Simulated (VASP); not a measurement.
# C (Fd-3m) in VASP: notebook

Runs on C. Level: PBEsol. Tasks: single point, relaxation of cell and atoms.

Everything below comes from runs of VASP 6.6.1. Logs are shortened: lines on timing, memory, paths and dates and some standing lists are left out, and cuts for length are marked.

## Step 1: The cell of the first run

The structure is cubic, space group Fd-3m (No. 227). The conventional cell has a = 3.554 Å, b = 3.554 Å, c = 3.554 Å, α = 90.00°, β = 90.00°, γ = 90.00°. C (site symmetry -43m) has 4 C at 1.54 Å within 2.1 Å.

## Step 2: Single point, PBEsol

The input, INCAR:

```
PREC = Accurate
ENCUT = 600
EDIFF = 1E-6
ISMEAR = 0
SIGMA = 0.02
LREAL = F
LASPH = T
NELM = 120
ALGO = Normal
ISIF = 2
LWAVE = F
LCHARG = F
GGA = PS
NBANDS = 11
GGA_COMPAT = F
```

The input, KPOINTS:

```
regular mesh
0
Gamma
  12 12 12
```

The input, POSCAR:

```
C
1.0
    0.0000000000      1.7768347122      1.7768347122
    1.7768347122      0.0000000000      1.7768347122
    1.7768347122      1.7768347122      0.0000000000
C
2
Direct
    0.5000000000      0.5000000000      0.5000000000
    0.7500000000      0.7500000000      0.7500000000
```

Potentials or basis: VASP PAW PBE potentials, release 64 (C).

On the command line:

```
> cat potpaw_PBE.64/C/POTCAR > POTCAR
> mpirun -np 1 vasp_std > vasp.out
```

OUTCAR:

```text
PREC = Accurate
   ENCUT = 600
   EDIFF = 1E-6
   ISMEAR = 0
   LREAL = F
   LASPH = T
   NELM = 120
   ISIF = 2
   GGA = PS

 ion  position               nearest neighbor table
   1  0.500  0.500  0.500-   2 1.54   2 1.54   2 1.54   2 1.54
   2  0.750  0.750  0.750-   1 1.54   1 1.54   1 1.54   1 1.54

  LATTYP: Found a face centered cubic cell.
 ALAT       =     3.5536694244

  Lattice vectors:

 A1 = (   0.0000000000,   1.7768347122,   1.7768347122)
 A2 = (   1.7768347122,   0.0000000000,   1.7768347122)
 A3 = (   1.7768347122,   1.7768347122,   0.0000000000)

Analysis of symmetry for initial positions (statically):
=====================================================================
 Subroutine PRICEL returns:
 Original cell was already a primitive cell.

 Routine SETGRP: Setting up the symmetry group for a
 face centered cubic supercell.

 Subroutine GETGRP returns: Found 48 space group operations
 (whereof 24 operations were pure point group operations)
 out of a pool of 48 trial point group operations.

The static configuration has the point symmetry T_d .
 The point group associated with its full space group is O_h .

Analysis of symmetry for dynamics (positions and initial velocities):
=====================================================================
 Subroutine PRICEL returns:
 Original cell was already a primitive cell.

 Routine SETGRP: Setting up the symmetry group for a
 face centered cubic supercell.

 Subroutine GETGRP returns: Found 48 space group operations
 (whereof 24 operations were pure point group operations)
 out of a pool of 48 trial point group operations.

The dynamic configuration has the point symmetry T_d .
 The point group associated with its full space group is O_h .

 Subroutine INISYM returns: Found 48 space group operations
 (whereof 24 operations are pure point group operations),
 and found     1 'primitive' translations

----------------------------------------------------------------------------------------

                                     Primitive cell

  volume of cell :      11.2194

  direct lattice vectors                    reciprocal lattice vectors
     0.000000000  1.776834712  1.776834712    -0.281399275  0.281399275  0.281399275
     1.776834712  0.000000000  1.776834712     0.281399275 -0.281399275  0.281399275
     1.776834712  1.776834712  0.000000000     0.281399275  0.281399275 -0.281399275

  length of vectors
     2.512823748  2.512823748  2.512823748     0.487397842  0.487397842  0.487397842

  position of ions in fractional coordinates (direct lattice)
     0.500000000  0.500000000  0.500000000
     0.750000000  0.750000000  0.750000000

  ion indices of the primitive-cell ions
   primitive index   ion index
                 1           1
                 2           2

----------------------------------------------------------------------------------------

 KPOINTS: regular mesh

Automatic generation of k-mesh.
 Grid dimensions read from file:
 generate k-points for:   12   12   12

 Generating k-lattice:

  Cartesian coordinates                     Fractional coordinates (reciprocal lattice)
    -0.023449940  0.023449940  0.023449940     0.083333333  0.000000000  0.000000000
     0.023449940 -0.023449940  0.023449940     0.000000000  0.083333333  0.000000000
     0.023449940  0.023449940 -0.023449940     0.000000000  0.000000000  0.083333333

  Length of vectors
     0.040616487  0.040616487  0.040616487

  Shift w.r.t. Gamma in fractional coordinates (k-lattice)
     0.000000000  0.000000000  0.000000000

 Subroutine IBZKPT returns following result:
 ===========================================

 Found     72 irreducible k-points:

 Following reciprocal coordinates:
            Coordinates               Weight
  0.000000  0.000000  0.000000      1.000000
  0.083333  0.000000  0.000000      8.000000
  0.166667  0.000000  0.000000      8.000000
  0.250000  0.000000  0.000000      8.000000
  0.333333  0.000000  0.000000      8.000000
  0.416667  0.000000  0.000000      8.000000
[... 16 lines left out ...]
  0.500000  0.166667  0.000000     24.000000
 -0.416667  0.166667  0.000000     24.000000
 [... further k-points ...]
   k-points           NKPTS =     72   k-points in BZ     NKDIM =     72   number of bands    NBANDS=     11
   number of dos      NEDOS =    301   number of ions     NIONS =      2
   total plane-waves  NPLWV =   8000
   dimension x,y,z NGX =    20 NGY =   20 NGZ =   20
   dimension x,y,z NGXF=    40 NGYF=   40 NGZF=   40
   ions per type =               2
   NGX,Y,Z   is equivalent  to a cutoff of  13.23, 13.23, 13.23 a.u.
   NGXF,Y,Z  is equivalent  to a cutoff of  26.46, 26.46, 26.46 a.u.
 SYSTEM =  unknown system
   PREC   = accura    normal or accurate (medium, high low for compatibility)
   ISTART =      0    job   : 0-new  1-cont  2-samecut
   ICHARG =      2    charge: 1-file 2-atom 10-const
   ISPIN  =      1    spin polarized calculation?
   LNONCOLLINEAR =      F non collinear calculations
   LSORBIT =      F    spin-orbit coupling
   LASPH  =      T    aspherical Exc in radial PAW
   ENCUT  =  600.0 eV  44.10 Ry    6.64 a.u.   5.02  5.02  5.02*2*pi/ulx,y,z
   NELM   =    120;   NELMIN=  2; NELMDL= -5     # of ELM steps
   EDIFF  = 0.1E-05   stopping-criterion for ELM
   LREAL  =      F    real-space projection
   EDIFFG = 0.1E-04   stopping-criterion for IOM
   NSW    =      0    number of steps for IOM
   IBRION =     -1    ionic relax: 0-MD 1-quasi-New 2-CG
   NFREE  =      0    steps in history (QN), initial steepest desc. (CG)
   ISIF   =      2    stress and relaxation
   ISYM   =      2    0-nonsym 1-usesym 2-fastsym
   POTIM  = 0.5000    time-step for ionic-motion
   TEBEG  =    0.0;   TEEND  =   0.0 temperature during run
   PSTRESS=    0.0 pullay stress
   NELECT =       8.0000    total number of electrons
   NUPDOWN=      -1.0000    fix difference up-down
   EMIN   =  10.00;   EMAX   =-10.00  energy-range for DOS
   EFERMI =   0.00;   METHOD = LEGACY
   ISMEAR =     0;   SIGMA  =   0.02  broadening in eV -4-tet -1-fermi 0-gaus
   EFERMI_NEDOS =   21; number of points for ismear=-14 and -15
   IALGO  =     38    algorithm
   IMIX   =      4    mixing-type and parameters
     AMIX     =   0.40;   BMIX     =  1.00
     AMIX_MAG =   1.60;   BMIX_MAG =  1.00
  volume/ion in A,a.u.               =       5.61        37.86
  Fermi-wavevector in a.u.,A,eV,Ry     =   1.462563  2.763843 29.104078  2.139089
  Thomas-Fermi vector in A             =   2.578761
   LORBIT       =      0    0 simple, 1 ext, 2 COOP (PROOUT), +10 PAW based schemes
   GGA     = PS    functional components
   LHFCALC =     F    Hartree Fock is set to
   AEXX    =    0.0000 exact exchange contribution
   IVDW    =     0    specifies the selected vdW correction
   LEPSILON=     F    determine dielectric tensor
   LRPA    =     F    only Hartree local field effects (RPA)
 non-spin polarized calculation
 Gauss-broadening in eV      SIGMA  =   0.02
  energy-cutoff  :      600.00
  volume of cell :       11.22
 maximum number of plane-waves:       388
   NGX =  9   NGY =  9   NGZ =  9

 number of electron       7.9999999 magnetization

 Free energy of the ion-electron system (eV)
  ---------------------------------------------------
  ext. energy  EPLUGINS =         0.00000000
  ---------------------------------------------------
  free energy    TOTEN  =       -19.25424288 eV

  energy without entropy =      -19.25424288  energy(sigma->0) =      -19.25424288

 E-fermi :  10.0313     XC(G=0): -13.4872

 val. band max:        9.8679790994   @ k =   0.0000   0.0000   0.0000
 cond. band min:      13.9292486083   @ k =   0.3333   0.3333   0.0000
 fundamental gap:      4.0612695089
 Fermi energy:        10.0313205236

 k-point     1 :       0.0000    0.0000    0.0000
  band No.  band energies     occupation
      1     -11.8019      2.00000
      2       9.8680      2.00000
      3       9.8680      2.00000
      4       9.8680      2.00000
      5      15.4377      0.00000
      6      15.4377      0.00000
      7      15.4377      0.00000
      8      23.4879      0.00000
      9      28.9688      0.00000
     10      36.4591      0.00000
     11      36.4591      0.00000

 k-point     2 :       0.0833    0.0000    0.0000
  band No.  band energies     occupation
      1     -11.6078      2.00000
      2       8.6220      2.00000
      3       9.5382      2.00000
      4       9.5382      2.00000
      5      15.8688      0.00000
      6      15.8688      0.00000
      7      16.1703      0.00000
      8      23.6338      0.00000
      9      29.2959      0.00000
     10      34.2119      0.00000
     11      34.2119      0.00000

 k-point     3 :       0.1667    0.0000    0.0000
  band No.  band energies     occupation
      1     -11.0272      2.00000
      2       6.0599      2.00000
      3       8.8255      2.00000
      4       8.8255      2.00000
      5      16.8004      0.00000
      6      16.8004      0.00000
      7      17.2929      0.00000
      8      24.0489      0.00000
      9      29.9809      0.00000
     10      32.5920      0.00000
     11      32.5920      0.00000

 k-point     4 :       0.2500    0.0000    0.0000
  band No.  band energies     occupation
      1     -10.0685      2.00000
      2       3.1920      2.00000
      3       8.0932      2.00000
      4       8.0932      2.00000
      5      17.6594      0.00000
      6      17.6594      0.00000
      7      18.0843      0.00000
      8      24.6197      0.00000
      9      30.4303      0.00000
     10      32.1767      0.00000
     11      32.1767      0.00000
[... 239 lines left out ...]
 k-point    22 :       0.4167    0.1667    0.0000
  band No.  band energies     occupation
      1      -7.5803      2.00000
      2      -0.0209      2.00000
      3       5.5491      2.00000
      4       5.7445      2.00000
      5      16.4834      0.00000
      6      20.8918      0.00000
      7      21.0902      0.00000
      8      22.5067      0.00000
      9      30.8524      0.00000
     10      32.3934      0.00000
     11      37.2650      0.00000

 k-point    23 :       0.5000    0.1667    0.0000
  band No.  band energies     occupation
      1      -5.9609      2.00000
      2      -2.3070      2.00000
      3       4.8183      2.00000
      4       5.8356      2.00000
      5      16.8936      0.00000
      6      20.6076      0.00000
      7      21.2167      0.00000
      8      24.1380      0.00000
      9      29.9223      0.00000
     10      33.7461      0.00000
     11      36.4441      0.00000

 k-point    24 :      -0.4167    0.1667    0.0000
  band No.  band energies     occupation
      1      -5.5097      2.00000
      2      -2.8458      2.00000
      3       4.3212      2.00000
      4       6.2223      2.00000
      5      17.3369      0.00000
      6      20.1110      0.00000
      7      21.1890      0.00000
      8      25.3341      0.00000
      9      29.2185      0.00000
     10      34.0075      0.00000
     11      34.4697      0.00000

 [... further k-points ...]
[... 5 lines left out ...]
  --------------------------------------------------------------------------------------
  -------------------------------------------------------------------------------------
  Total        0.0344572      0.0344572      0.0344572      0.0000000      0.0000000     -0.0000000
  in kB        4.9206196      4.9206196      4.9206196      0.0000000      0.0000000     -0.0000000
  external PRESSURE =       4.9206196 kB  Pullay stress =       0.0000000 kB

 VOLUME and BASIS-vectors are now :
 -----------------------------------------------------------------------------
  energy-cutoff  :      600.00
  volume of cell :       11.22
      direct lattice vectors                 reciprocal lattice vectors
     0.000000000  1.776834712  1.776834712    -0.281399275  0.281399275  0.281399275
     1.776834712  0.000000000  1.776834712     0.281399275 -0.281399275  0.281399275
     1.776834712  1.776834712  0.000000000     0.281399275  0.281399275 -0.281399275

 POSITION                                       TOTAL-FORCE (eV/Angst)
 -----------------------------------------------------------------------------------
      1.77683      1.77683      1.77683         0.000000     -0.000000      0.000000
      2.66525      2.66525      2.66525         0.000000      0.000000     -0.000000
 -----------------------------------------------------------------------------------
    total drift:                                0.000000     -0.000000      0.000000

  FREE ENERGIE OF THE ION-ELECTRON SYSTEM (eV)
  ---------------------------------------------------
  free  energy   TOTEN  =       -19.2542428848 eV

  energy  without entropy=      -19.2542428848  energy(sigma->0) =      -19.25424288
```

It took 5.1 s on 1 thread of AMD EPYC 9R45 (Zen 5), shared host; peak memory 0.09 GiB.

Results:

* Free energy: -19.2542 eV
* Pressure: 0.5 GPa
* Band gap on the k mesh: 4.06 eV (least direct gap 5.57 eV)

Caveat: the PAW data sets were made with another functional, which shifts forces and pressure a little.

## Step 3: Relaxation of cell and atoms, PBEsol

This run uses another cell than the first one, of 5.67 Å³/atom.

The input, INCAR:

```
SYSTEM = C
ALGO     = Normal         ! electronic algorithm
EDIFF    = 1E-7           ! SCF threshold, eV
EDIFFG   = -0.002         ! ionic threshold
ENCUT    = 600            ! plane-wave cutoff, eV
GGA      = PS             ! functional
GGA_COMPAT= .False.      
IBRION   = 2              ! ionic algorithm
ISIF     = 3              ! what is computed and relaxed
ISMEAR   = 0              ! smearing method
LASPH    = .True.         ! aspherical terms in the spheres
LCHARG   = .False.        ! write CHGCAR
LREAL    = .False.        ! projectors in reciprocal space
LWAVE    = .False.        ! write WAVECAR
NELM     = 120            ! most SCF steps
NELMIN   = 4            
NSW      = 100            ! ionic steps
PREC     = Accurate       ! precision mode
SIGMA    = 0.02           ! smearing width, eV
```

The input, KPOINTS:

```
k-points
0
Gamma
  12 12 12
  0 0 0
```

The input, POSCAR:

```
C
1.0
    0.0000000000      1.7834000000      1.7834000000
    1.7834000000      0.0000000000      1.7834000000
    1.7834000000      1.7834000000      0.0000000000
C
2
Direct
    0.5000000000      0.5000000000      0.5000000000
    0.7500000000      0.7500000000      0.7500000000
```

Potentials or basis: VASP PAW PBE potentials, release 64 (C).

On the command line:

```
> cat potpaw_PBE.64/C/POTCAR > POTCAR
> mpirun -np 1 vasp_std > vasp.out
```

It took 8.4 s on 1 thread of AMD EPYC 9R45 (Zen 5), shared host; peak memory 0.09 GiB.

Results (log left out):

| Item | Value |
| --- | --- |
| Free energy | -19.2548 eV |
| Relaxed volume | 5.62 Å³/atom |
| Relaxed cell | a = 2.514 Å, b = 2.514 Å, c = 2.514 Å, α = 60.00°, β = 60.00°, γ = 60.00° |
| Space group after relaxing (to 0.1 Å) | Fd-3m (No. 227) |
| Energy gained by relaxing | 0.8 meV/atom |
| Ionic steps | 3 |
| Pressure after relaxing | 0.0 GPa |
| Band gap on the k mesh | 4.06 eV (least direct gap 5.57 eV) |

The path:
```csv
step,energy change (eV),largest force (eV/Å),pressure (GPa),volume (Å³)
1,0.0000,0.0000,-4.43,11.34
2,0.0010,0.0000,5.85,11.09
3,-0.0016,0.0000,-0.01,11.23
```

Final structure:
```xyz
2
Lattice="0.0000 1.7775 1.7775 1.7775 0.0000 1.7775 1.7775 1.7775 0.0000" Properties=species:S:1:pos:R:3 pbc="T T T"
C     1.7775    1.7775    1.7775
C     2.6662    2.6662    2.6662
```

Levels at points of the mesh, in eV from the valence-band top:
```
           k point  band 1  band 2  band 3  band 4  band 5  band 6  band 7  band 8
(0.00, 0.00, 0.00)  -21.66    0.00    0.00    0.00    5.57    5.57    5.57   13.60
(0.50, 0.00, 0.00)  -15.77  -13.58   -2.84   -2.84    8.43    8.43    8.97   15.58
(0.50, 0.50, 0.00)  -12.85  -12.85   -6.40   -6.40    4.62    4.62   16.93   16.93
```

Caveat: the PAW data sets were made with another functional, which shifts forces and pressure a little. A k mesh can miss the band edges.
